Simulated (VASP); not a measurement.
# Al4N3 (a cell with a defect) in VASP: a series of runs, part 2 of 2

VASP 6.6.1. The steps go on from the part before.

## (4) Relaxation of the atoms, PBE, collinear spin, ferromagnetic start

Contents of INCAR:

```
ALGO     = Normal         # electronic algorithm
EDIFF    = 1E-7           # SCF threshold, eV
EDIFFG   = -0.025         # ionic threshold
ENCUT    = 520            # plane-wave cutoff, eV
GGA      = PE             # functional
IBRION   = 2              # ionic algorithm
ISIF     = 2              # what is computed and relaxed
ISMEAR   = 0              # smearing method
ISPIN    = 2              # spin polarisation
LASPH    = True           # aspherical terms in the spheres
LCHARG   = False          # write CHGCAR
LORBIT   = 11             # projections on sites
LREAL    = False          # projectors in reciprocal space
LWAVE    = False          # write WAVECAR
MAGMOM   = 0.25 0.25 0.25 0.25 0 0 0 # initial moments
NELECT   = 25.0         
NELM     = 150            # most SCF steps
NSW      = 65             # ionic steps
PREC     = Accurate       # precision mode
SIGMA    = 0.01           # smearing width, eV
```

Contents of KPOINTS:

```
k-points
0
Gamma
  3 3 3
```

Contents of POSCAR:

```
Al4N3
1.0
    0.0000000000     -4.4031742015      0.0000000000
    0.0000000000      0.0000000000     -4.4031742015
    4.4031742015      0.0000000000      0.0000000000
Al N
4 3
Direct
    0.0047782829      0.0047782829      0.0047782829
    0.4952217171      0.0047782829      0.4952217171
    0.0047782829      0.4952217171      0.4952217171
    0.4952217171      0.4952217171      0.0047782829
    0.2500000000      0.7500000000      0.2500000000
    0.7500000000      0.2500000000      0.2500000000
    0.2500000000      0.2500000000      0.7500000000
```

Potentials or basis: VASP PAW PBE potentials, release 64 (Al, N).

Launch:

```console
$ cat potpaw_PBE.64/Al/POTCAR potpaw_PBE.64/N/POTCAR > POTCAR
$ mpirun -np 1 vasp_std > vasp.out
```

OUTCAR:

```text
EDIFF = 1E-7
   EDIFFG = -0.025
   ENCUT = 520
   GGA = PE
   IBRION = 2
   ISIF = 2
   ISMEAR = 0
   ISPIN = 2
   LASPH = True
   LORBIT = 11
   LREAL = False
   NELECT = 25.0
   NELM = 150
   NSW = 65
   PREC = Accurate

 ion  position               nearest neighbor table
   1  0.005  0.005  0.005-   5 1.89   6 1.89   7 1.89   2 3.05   3 3.05   4 3.05   2 3.11   3 3.11
                             3 3.11   4 3.11   2 3.11   4 3.11   3 3.17   2 3.17   4 3.17
   2  0.495  0.005  0.495-   5 1.89   6 1.89   7 1.89   1 3.05   3 3.05   4 3.05   1 3.11   4 3.11
                             1 3.11   3 3.11   3 3.11   4 3.11   4 3.17   1 3.17   3 3.17
   3  0.005  0.495  0.495-   5 1.89   6 1.89   7 1.89   1 3.05   2 3.05   4 3.05   1 3.11   4 3.11
                             1 3.11   2 3.11   2 3.11   4 3.11   4 3.17   1 3.17   2 3.17
   4  0.495  0.495  0.005-   5 1.89   6 1.89   7 1.89   1 3.05   2 3.05   3 3.05   1 3.11   2 3.11
                             1 3.11   3 3.11   2 3.11   3 3.11   2 3.17   1 3.17   3 3.17
   5  0.250  0.750  0.250-   1 1.89   2 1.89   3 1.89   4 1.89
   6  0.750  0.250  0.250-   1 1.89   2 1.89   3 1.89   4 1.89
   7  0.250  0.250  0.750-   1 1.89   2 1.89   3 1.89   4 1.89

  LATTYP: Found a simple cubic cell.
 ALAT       =     4.4031742015

  Lattice vectors:

 A1 = (   0.0000000000,  -4.4031742015,   0.0000000000)
 A2 = (   0.0000000000,   0.0000000000,  -4.4031742015)
 A3 = (   4.4031742015,   0.0000000000,   0.0000000000)

[... 195 lines left out ...]
      1      -9.0914      1.00000
      2      -7.0573      1.00000
      3      -7.0573      1.00000
      4       1.0503      1.00000
      5       1.0503      1.00000
      6       1.0503      1.00000
[... 233 lines left out ...]
--------------------------------------- Ionic step        3  -------------------------------------------

 number of electron      24.9999998 magnetization       0.1111111

 Free energy of the ion-electron system (eV)
  ---------------------------------------------------
  ext. energy  EPLUGINS =         0.00000000
  ---------------------------------------------------
  free energy    TOTEN  =       -60.30386694 eV

  energy without entropy =      -60.30324006  energy(sigma->0) =      -60.30355350

 E-fermi :   5.7866     XC(G=0):  -9.9906

 val. band max:        5.7008847534   @ k =   0.3333   0.0000   0.0000
 cond. band min:       5.7866242384   @ k =   0.3333   0.0000   0.0000
 fundamental gap:      0.0857394850
 Fermi energy:         5.7866242384

 spin component 1

 k-point     1 :       0.0000    0.0000    0.0000
  band No.  band energies     occupation
      1      -9.3556      1.00000
      2      -7.3196      1.00000
      3      -7.3196      1.00000
      4       0.8029      1.00000
      5       0.8029      1.00000
      6       0.8029      1.00000
[... 186 lines left out ...]
  FREE ENERGIE OF THE ION-ELECTRON SYSTEM (eV)
  ---------------------------------------------------
  free  energy   TOTEN  =       -60.3038669353 eV

  energy  without entropy=      -60.3032400579  energy(sigma->0) =      -60.30355350

 reached required accuracy - stopping structural energy minimisation

 total charge

# of ion       s       p       d       tot
------------------------------------------
    1        0.359   0.365   0.000   0.724
    2        0.359   0.365   0.000   0.724
    3        0.359   0.365   0.000   0.724
    4        0.359   0.365   0.000   0.724
    5        1.230   2.555   0.000   3.785
    6        1.230   2.555   0.000   3.785
    7        1.230   2.555   0.000   3.785
--------------------------------------------------
tot          5.127   9.126   0.000  14.253

 magnetization (x)

# of ion       s       p       d       tot
------------------------------------------
    1        0.001   0.003   0.000   0.004
    2        0.001   0.003   0.000   0.004
    3        0.001   0.003   0.000   0.004
    4        0.001   0.003   0.000   0.004
    5        0.001   0.005   0.000   0.006
    6        0.001   0.005   0.000   0.006
    7        0.001   0.005   0.000   0.006
--------------------------------------------------
tot          0.006   0.027   0.000   0.034
```

OSZICAR:

```text
N       E                     dE             d eps       ncg     rms          rms(c)
DAV:   1     0.754196838171E+02    0.75420E+02   -0.11093E+04   272   0.124E+03
DAV:   2    -0.586051649121E+02   -0.13402E+03   -0.13168E+03   376   0.236E+02
[... 29 lines left out ...]
DAV:   1    -0.603038731357E+02   -0.91324E-03   -0.86339E-03   274   0.649E-01    0.363E-02
DAV:   2    -0.603038740262E+02   -0.89050E-06   -0.24809E-04   315   0.118E-01    0.228E-02
DAV:   3    -0.603038692581E+02    0.47681E-05   -0.57384E-05   297   0.491E-02    0.106E-02
DAV:   4    -0.603038672689E+02    0.19893E-05   -0.69318E-06   320   0.174E-02    0.587E-03
DAV:   5    -0.603038668959E+02    0.37295E-06   -0.19579E-06   279   0.903E-03    0.886E-04
DAV:   6    -0.603038669353E+02   -0.39340E-07   -0.10570E-07   200   0.246E-03
   3 F= -.60303867E+02 E0= -.60303553E+02  d E =-.281411E+00  mag=     0.1111
```

CONTCAR:

```text
Al4N3
   1.00000000000000
     0.0000000000000000   -4.4031742014999997    0.0000000000000000
     0.0000000000000000    0.0000000000000000   -4.4031742014999997
     4.4031742014999997    0.0000000000000000    0.0000000000000000
  Al              N
     4     3
Direct
     0.0152052298229807    0.0152052298229807    0.0152052298229807
     0.4847947701770193    0.0152052298229807    0.4847947701770193
     0.0152052298229807    0.4847947701770193    0.4847947701770193
     0.4847947701770193    0.4847947701770193    0.0152052298229807
     0.2500000000000000    0.7500000000000000    0.2500000000000000
     0.7500000000000000    0.2500000000000000    0.2500000000000000
     0.2500000000000000    0.2500000000000000    0.7500000000000000

  0.00000000E+00  0.00000000E+00  0.00000000E+00
  0.00000000E+00  0.00000000E+00  0.00000000E+00
  0.00000000E+00  0.00000000E+00  0.00000000E+00
  0.00000000E+00  0.00000000E+00  0.00000000E+00
  0.00000000E+00  0.00000000E+00  0.00000000E+00
  0.00000000E+00  0.00000000E+00  0.00000000E+00
  0.00000000E+00  0.00000000E+00  0.00000000E+00
```

Wall time 51 s (1 thread of Intel Xeon Platinum 8488C (Sapphire Rapids), shared host); peak memory 0.22 GiB.

Results:

```yaml
Free_energy: -60.3039 eV
Energy_gained_by_relaxing: 40.2 meV/atom
Ionic_steps: 3
Net_moment: 0.11 μB per cell
Valence_electrons_inside_the_program's_atomic_spheres: Al 0.72; N 3.79
```

Step by step:
```
step  energy change (eV)  largest force (eV/Å)  pressure (GPa)
   1              0.0000                1.7404          -36.99
   2             -0.2805                0.1023          -32.57
   3             -0.2814                0.0003          -32.82
```

Final structure:
```xyz
7
Lattice="0.0000 -4.4032 0.0000 0.0000 0.0000 -4.4032 4.4032 0.0000 0.0000" Properties=species:S:1:pos:R:3 pbc="T T T"
Al    0.0670   -0.0670   -0.0670
Al    2.1346   -2.1346   -0.0670
Al    2.1346   -0.0670   -2.1346
Al    0.0670   -2.1346   -2.1346
N     1.1008   -1.1008   -3.3024
N     1.1008   -3.3024   -1.1008
N     3.3024   -1.1008   -1.1008
```

Caveat: the k points lie up to 0.48 Å⁻¹ apart; the cell carries a net charge on a neutralising background, which shifts energy and pressure; the cell is charged against a uniform background, so pressure and absolute levels hang on convention.
